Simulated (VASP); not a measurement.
# Al30Cu (a cell with a defect) in VASP: single point with PBE

Aim: the single point of Al30Cu (a cell with a defect) with PBE.

Program: VASP 6.6.1. These are calculated values, not measurements. Logs are shortened: lines on timing, memory, paths and dates and some standing lists are left out, and cuts for length are marked.

## Step 1: The cell of the first run

The cell holds a defect, 31 atoms: a = 8.100 Å, b = 8.100 Å, c = 8.100 Å, α = 90.00°, β = 90.00°, γ = 90.00°.

## Step 2: Single point, PBE

INCAR reads:

```
ALGO = Normal
EDIFF = 1E-7
ENCUT = 520
GGA = PE
ISIF = 2
ISMEAR = 0
LASPH = T
LCHARG = F
LREAL = Auto
LWAVE = F
NBANDS = 72
NELM = 80
PREC = Accurate
SIGMA = 0.1
```

KPOINTS reads:

```
k-points
0
Gamma
  3 3 3
```

POSCAR reads:

```
Al30Cu
1.0
    8.1000000000      0.0000000000      0.0000000000
    0.0000000000      8.1000000000      0.0000000000
    0.0000000000      0.0000000000      8.1000000000
Al Cu
30 1
Direct
    0.4904969136      0.0120139506     -0.0006079012
    0.7405620988      0.2592130864     -0.0006332099
    0.7492260494      0.0002230864      0.2485916049
    0.0003991358      0.0026608642     -0.0005851852
    0.7468492593      0.7478928395     -0.0006058025
    0.2452122222      0.0031596296      0.2496025926
    0.5017428395      0.2516870370      0.2588362963
    0.7482313580      0.5035951852      0.2493361728
    0.4985798765     -0.0035866667      0.4994527160
    0.7559087654      0.2500929630      0.4994000000
    0.7492308642      0.0002964198      0.7502623457
    0.0070474074      0.4934116049     -0.0006596296
    0.2542629630      0.7479275309     -0.0006706173
    0.0009987654      0.2474611111      0.2475266667
    0.2540682716      0.4986841975      0.2478130864
    0.5009809877      0.7500217284      0.2467187654
   -0.0034275309     -0.0020050617      0.4994040741
    0.2448838272      0.2483019753      0.4993156790
    0.5014203704      0.5051344444      0.4993160494
    0.7497359259      0.7520006173      0.4993872840
    0.2452404938      0.0032841975      0.7491608642
    0.5018343210      0.2518395062      0.7398343210
    0.7482704938      0.5036802469      0.7493720988
   -0.0003622222      0.7496883951      0.2500230864
   -0.0010055556      0.5003532099      0.4993411111
    0.2487677778      0.7524934568      0.4993325926
    0.0010537037      0.2475117284      0.7512622222
    0.2540546914      0.4988062963      0.7507941975
    0.5010104938      0.7500508642      0.7520666667
   -0.0003524691      0.7497800000      0.7487383951
    0.3540398765      0.3298259259     -0.0008690123
```

Potentials or basis: VASP PAW PBE potentials, release 64 (Al, Cu).

Command:

```
> cat potpaw_PBE.64/Al/POTCAR potpaw_PBE.64/Cu/POTCAR > POTCAR
> mpirun -np 1 vasp_std > vasp.out
```

OUTCAR:

```text
EDIFF = 1E-7
   ENCUT = 520
   GGA = PE
   ISIF = 2
   ISMEAR = 0
   LASPH = T
   LREAL = Auto
   NELM = 80
   PREC = Accurate

 ion  position               nearest neighbor table
   1  0.490  0.012  0.999-  31 2.80  21 2.84   6 2.84   2 2.85   7 2.86  22 2.86  13 2.87  11 2.91
                             3 2.91  29 2.92  16 2.92   5 2.98
   2  0.741  0.259  0.999-   8 2.83  23 2.83   1 2.85  22 2.86   7 2.86  12 2.87  11 2.91   3 2.91
                            27 2.92  14 2.92   4 2.96
   3  0.749  0.000  0.249-  17 2.85  16 2.85  20 2.86  14 2.86   7 2.86   4 2.87  10 2.87  24 2.87
                             9 2.87   5 2.87   1 2.91   2 2.91
   4  0.000  0.003  0.999-  14 2.82  27 2.82   6 2.84  21 2.84  11 2.87   3 2.87  30 2.88  24 2.88
                             5 2.91  13 2.91   2 2.96
   5  0.747  0.748  0.999-  29 2.82  16 2.82  23 2.83   8 2.83   3 2.87  11 2.87  24 2.88  30 2.88
                             4 2.91  12 2.95   1 2.98
   6  0.245  0.003  0.250-  14 2.80  18 2.83   4 2.84   1 2.84  17 2.86  24 2.86  26 2.87   9 2.88
                             7 2.89  13 2.90  16 2.91
   7  0.502  0.252  0.259-  31 2.50  19 2.83  15 2.83  10 2.83   9 2.84  18 2.85   8 2.86   2 2.86
                             3 2.86   1 2.86   6 2.89
   8  0.748  0.504  0.249-  16 2.83   5 2.83   2 2.83  19 2.85  24 2.85  20 2.85   7 2.86  25 2.87
                            10 2.88  14 2.91  12 2.92
   9  0.499  0.996  0.499-  26 2.83  20 2.84  22 2.84   7 2.84  29 2.86  16 2.86  11 2.87   3 2.87
[... 28 lines left out ...]
                            10 2.88  27 2.92  12 2.92
  24  1.000  0.750  0.250-   8 2.85  17 2.85  26 2.85  25 2.86   6 2.86  20 2.86   3 2.87   5 2.88
                             4 2.88  13 2.89  15 2.90  12 2.90
  25  0.999  0.500  0.499-  10 2.83  18 2.85  24 2.86  30 2.86  23 2.87   8 2.87  20 2.87  26 2.87
                            14 2.89  27 2.89  28 2.90  15 2.90
  26  0.249  0.752  0.499-   9 2.83  17 2.85  24 2.85  30 2.86  19 2.86   6 2.87  21 2.87  25 2.87
                            16 2.89  29 2.89  28 2.89  15 2.89
  27  0.001  0.248  0.751-  21 2.80   4 2.82  12 2.83  18 2.84  10 2.85  11 2.86  17 2.87  28 2.89
                            25 2.89  23 2.92   2 2.92
  28  0.254  0.499  0.751-  31 2.56  22 2.84  12 2.84  13 2.85  29 2.85  19 2.86  18 2.88  27 2.89
                            26 2.89  30 2.89  25 2.90
  29  0.501  0.750  0.752-   5 2.82  23 2.83  13 2.83  19 2.85  28 2.85  11 2.86   9 2.86  20 2.87
                            26 2.89  21 2.92   1 2.92
  30  1.000  0.750  0.749-  23 2.85  17 2.85  26 2.86  25 2.86  21 2.86  20 2.86  11 2.87   5 2.88
                             4 2.88  13 2.89  28 2.89  12 2.90
  31  0.354  0.330  0.999-  22 2.50   7 2.50  28 2.56  15 2.57   1 2.80

  LATTYP: Found a simple cubic cell.
 ALAT       =     8.1000000000

  Lattice vectors:

 A1 = (   8.1000000000,   0.0000000000,   0.0000000000)
 A2 = (   0.0000000000,   8.1000000000,   0.0000000000)
 A3 = (   0.0000000000,   0.0000000000,   8.1000000000)

Analysis of symmetry for initial positions (statically):
=====================================================================
 Subroutine PRICEL returns:
 Original cell was already a primitive cell.

 Routine SETGRP: Setting up the symmetry group for a
 simple cubic supercell.

 Subroutine GETGRP returns: Found  1 space group operations
 (whereof  1 operations were pure point group operations)
 out of a pool of 48 trial point group operations.

The static configuration has the point symmetry C_1 .

Analysis of symmetry for dynamics (positions and initial velocities):
=====================================================================
 Subroutine PRICEL returns:
 Original cell was already a primitive cell.

 Routine SETGRP: Setting up the symmetry group for a
 simple cubic supercell.

 Subroutine GETGRP returns: Found  1 space group operations
 (whereof  1 operations were pure point group operations)
 out of a pool of 48 trial point group operations.

The dynamic configuration has the point symmetry C_1 .

 Subroutine INISYM returns: Found  1 space group operations
 (whereof  1 operations are pure point group operations),
 and found     1 'primitive' translations

----------------------------------------------------------------------------------------

                                     Primitive cell

  volume of cell :     531.4410

  direct lattice vectors                    reciprocal lattice vectors
     8.100000000  0.000000000  0.000000000     0.123456790  0.000000000  0.000000000
     0.000000000  8.100000000  0.000000000     0.000000000  0.123456790  0.000000000
     0.000000000  0.000000000  8.100000000     0.000000000  0.000000000  0.123456790

  length of vectors
     8.100000000  8.100000000  8.100000000     0.123456790  0.123456790  0.123456790

  position of ions in fractional coordinates (direct lattice)
     0.490496914  0.012013951  0.999392099
     0.740562099  0.259213086  0.999366790
     0.749226049  0.000223086  0.248591605
     0.000399136  0.002660864  0.999414815
     0.746849259  0.747892839  0.999394198
     0.245212222  0.003159630  0.249602593
[... 23 lines left out ...]
     0.999647531  0.749780000  0.748738395
     0.354039877  0.329825926  0.999130988

  ion indices of the primitive-cell ions
   primitive index   ion index
                 1           1
                 2           2
                 3           3
                 4           4
                 5           5
                 6           6
[... 23 lines left out ...]
                30          30
                31          31

----------------------------------------------------------------------------------------

 KPOINTS: k-points

Automatic generation of k-mesh.
 Grid dimensions read from file:
 generate k-points for:    3    3    3

 Generating k-lattice:

  Cartesian coordinates                     Fractional coordinates (reciprocal lattice)
     0.041152263  0.000000000  0.000000000     0.333333333  0.000000000  0.000000000
     0.000000000  0.041152263  0.000000000     0.000000000  0.333333333  0.000000000
     0.000000000  0.000000000  0.041152263     0.000000000  0.000000000  0.333333333

  Length of vectors
     0.041152263  0.041152263  0.041152263

  Shift w.r.t. Gamma in fractional coordinates (k-lattice)
     0.000000000  0.000000000  0.000000000

 Subroutine IBZKPT returns following result:
 ===========================================

 Found     14 irreducible k-points:

 Following reciprocal coordinates:
            Coordinates               Weight
  0.000000  0.000000  0.000000      1.000000
  0.333333  0.000000  0.000000      2.000000
  0.000000  0.333333  0.000000      2.000000
  0.000000  0.000000  0.333333      2.000000
  0.333333  0.333333  0.000000      2.000000
  0.000000  0.333333  0.333333      2.000000
  0.333333  0.000000  0.333333      2.000000
 -0.333333  0.333333  0.000000      2.000000
 -0.333333  0.000000  0.333333      2.000000
  0.000000 -0.333333  0.333333      2.000000
  0.333333  0.333333  0.333333      2.000000
 -0.333333  0.333333  0.333333      2.000000
 -0.333333 -0.333333  0.333333      2.000000
  0.333333 -0.333333  0.333333      2.000000
   k-points           NKPTS =     14   k-points in BZ     NKDIM =     14   number of bands    NBANDS=     72
   number of dos      NEDOS =    301   number of ions     NIONS =     31
   total plane-waves  NPLWV = 216000
   dimension x,y,z NGX =    60 NGY =   60 NGZ =   60
   dimension x,y,z NGXF=   120 NGYF=  120 NGZF=  120
   ions per type =              30   1
   NGX,Y,Z   is equivalent  to a cutoff of  12.31, 12.31, 12.31 a.u.
   NGXF,Y,Z  is equivalent  to a cutoff of  24.63, 24.63, 24.63 a.u.
 SYSTEM =  unknown system
   PREC   = accura    normal or accurate (medium, high low for compatibility)
   ISTART =      0    job   : 0-new  1-cont  2-samecut
   ICHARG =      2    charge: 1-file 2-atom 10-const
   ISPIN  =      1    spin polarized calculation?
   LNONCOLLINEAR =      F non collinear calculations
   LSORBIT =      F    spin-orbit coupling
   LASPH  =      T    aspherical Exc in radial PAW
   ENCUT  =  520.0 eV  38.22 Ry    6.18 a.u.  15.06 15.06 15.06*2*pi/ulx,y,z
   NELM   =     80;   NELMIN=  2; NELMDL= -5     # of ELM steps
   EDIFF  = 0.1E-06   stopping-criterion for ELM
   LREAL  =      T    real-space projection
   EDIFFG = 0.1E-05   stopping-criterion for IOM
   NSW    =      0    number of steps for IOM
   IBRION =     -1    ionic relax: 0-MD 1-quasi-New 2-CG
   NFREE  =      0    steps in history (QN), initial steepest desc. (CG)
   ISIF   =      2    stress and relaxation
   ISYM   =      2    0-nonsym 1-usesym 2-fastsym
   POTIM  = 0.5000    time-step for ionic-motion
   TEBEG  =    0.0;   TEEND  =   0.0 temperature during run
   PSTRESS=    0.0 pullay stress
   NELECT =     101.0000    total number of electrons
   NUPDOWN=      -1.0000    fix difference up-down
   EMIN   =  10.00;   EMAX   =-10.00  energy-range for DOS
   EFERMI =   0.00;   METHOD = LEGACY
   ISMEAR =     0;   SIGMA  =   0.10  broadening in eV -4-tet -1-fermi 0-gaus
   EFERMI_NEDOS =   21; number of points for ismear=-14 and -15
   IALGO  =     38    algorithm
   IMIX   =      4    mixing-type and parameters
     AMIX     =   0.40;   BMIX     =  1.00
     AMIX_MAG =   1.60;   BMIX_MAG =  1.00
  volume/ion in A,a.u.               =      17.14       115.69
  Fermi-wavevector in a.u.,A,eV,Ry     =   0.941233  1.778672 12.053656  0.885919
  Thomas-Fermi vector in A             =   2.068723
   LORBIT       =      0    0 simple, 1 ext, 2 COOP (PROOUT), +10 PAW based schemes
   GGA     = PE    functional components
   LHFCALC =     F    Hartree Fock is set to
   AEXX    =    0.0000 exact exchange contribution
   IVDW    =     0    specifies the selected vdW correction
   LEPSILON=     F    determine dielectric tensor
   LRPA    =     F    only Hartree local field effects (RPA)
 non-spin polarized calculation
 Gauss-broadening in eV      SIGMA  =   0.10
  energy-cutoff  :      520.00
  volume of cell :      531.44
 maximum number of plane-waves:     14358
   NGX = 31   NGY = 31   NGZ = 31

 number of electron     101.0000005 magnetization

 Free energy of the ion-electron system (eV)
  ---------------------------------------------------
  ext. energy  EPLUGINS =         0.00000000
  ---------------------------------------------------
  free energy    TOTEN  =      -115.42307092 eV

  energy without entropy =     -115.38175121  energy(sigma->0) =     -115.40241107

 E-fermi :   7.3199     XC(G=0): -10.0528

 val. band max:        7.3081485832   @ k =   0.0000   0.0000   0.0000
 cond. band min:       7.3576121801   @ k =   0.0000   0.0000   0.0000
 fundamental gap:      0.0494635970
 Fermi energy:         7.3199409049

 k-point     1 :       0.0000    0.0000    0.0000
  band No.  band energies     occupation
      1      -3.4029      2.00000
      2      -1.2961      2.00000
      3      -1.2598      2.00000
      4      -1.2387      2.00000
      5      -1.2138      2.00000
      6      -1.0415      2.00000
[... 899 lines left out ...]
     61       9.2022      0.00000
     62       9.2141      0.00000
 [bands above 62 left out]

------------------------ aborting loop because EDIFF is reached ----------------------------------------

  FORCE on cell =-STRESS in cart. coord.  units (eV):
  Direction    XX          YY          ZZ          XY          YZ          ZX
  --------------------------------------------------------------------------------------
  -------------------------------------------------------------------------------------
  Total       -7.2351841     -7.0971483     -2.1592177     -0.1805985     -0.0035941     -0.0069699
  in kB      -21.8124832    -21.3963359     -6.5095649     -0.5444645     -0.0108353     -0.0210128
  external PRESSURE =     -16.5727947 kB  Pullay stress =       0.0000000 kB

 VOLUME and BASIS-vectors are now :
 -----------------------------------------------------------------------------
  energy-cutoff  :      520.00
  volume of cell :      531.44
      direct lattice vectors                 reciprocal lattice vectors
     8.100000000  0.000000000  0.000000000     0.123456790  0.000000000  0.000000000
     0.000000000  8.100000000  0.000000000     0.000000000  0.123456790  0.000000000
     0.000000000  0.000000000  8.100000000     0.000000000  0.000000000  0.123456790

 POSITION                                       TOTAL-FORCE (eV/Angst)
 -----------------------------------------------------------------------------------
      3.97303      0.09731      8.09508         0.016791     -0.005669      0.001166
      5.99855      2.09963      8.09487         0.027961     -0.006706      0.003180
      6.06873      0.00181      2.01359         0.002115      0.005281     -0.002984
      0.00323      0.02155      8.09526        -0.002228      0.007009      0.000141
      6.04948      6.05793      8.09509         0.004406     -0.000520      0.000200
      1.98622      0.02559      2.02178         0.007883      0.013510     -0.002294
[... 23 lines left out ...]
      8.09715      6.07322      6.06478         0.000173      0.003018     -0.006515
      2.86772      2.67159      8.09296        -0.234502     -0.168103      0.008687
 -----------------------------------------------------------------------------------
    total drift:                               -0.025106     -0.006392     -0.011098

  FREE ENERGIE OF THE ION-ELECTRON SYSTEM (eV)
  ---------------------------------------------------
  free  energy   TOTEN  =      -115.4230709212 eV

  energy  without entropy=     -115.3817512120  energy(sigma->0) =     -115.40241107
```

Run time: 13 min. Hardware: 1 thread of Intel Xeon 6975P-C (Granite Rapids), shared host; peak memory 0.67 GiB.

Results:

```
Free energy            : -115.4231 eV
Pressure               : -1.7 GPa
Largest force          : 0.289 eV/Å
Band gap on the k mesh : zero (an odd number of electrons rules out a gap without spin polarisation)
```

Forces in eV/Å, atoms in the order of the input:
```
Al   0.017 -0.006  0.001
Al   0.028 -0.007  0.003
Al   0.002  0.005 -0.003
Al  -0.002  0.007  0.000
Al   0.004 -0.001  0.000
Al   0.008  0.014 -0.002
Al   0.021  0.015 -0.008
Al   0.006  0.002 -0.005
Al   0.004  0.011 -0.001
Al   0.009  0.000 -0.003
Al  -0.001  0.005  0.000
Al   0.023  0.001  0.003
Al  -0.002  0.014  0.003
Al   0.014  0.000 -0.002
Al   0.013  0.017  0.001
Al   0.000  0.007 -0.008
Al  -0.001 -0.006  0.000
Al   0.015  0.007  0.002
Al   0.003 -0.004  0.001
Al   0.000  0.007 -0.001
Al   0.008  0.013  0.002
Al   0.021  0.013  0.008
Al   0.007  0.002  0.005
Al   0.000  0.003  0.001
Al   0.003  0.005 -0.002
Al   0.001  0.017  0.000
Al   0.015 -0.001  0.001
Al   0.015  0.016 -0.005
Al   0.002  0.007  0.007
Al   0.000  0.003 -0.007
Cu  -0.235 -0.168  0.009
```
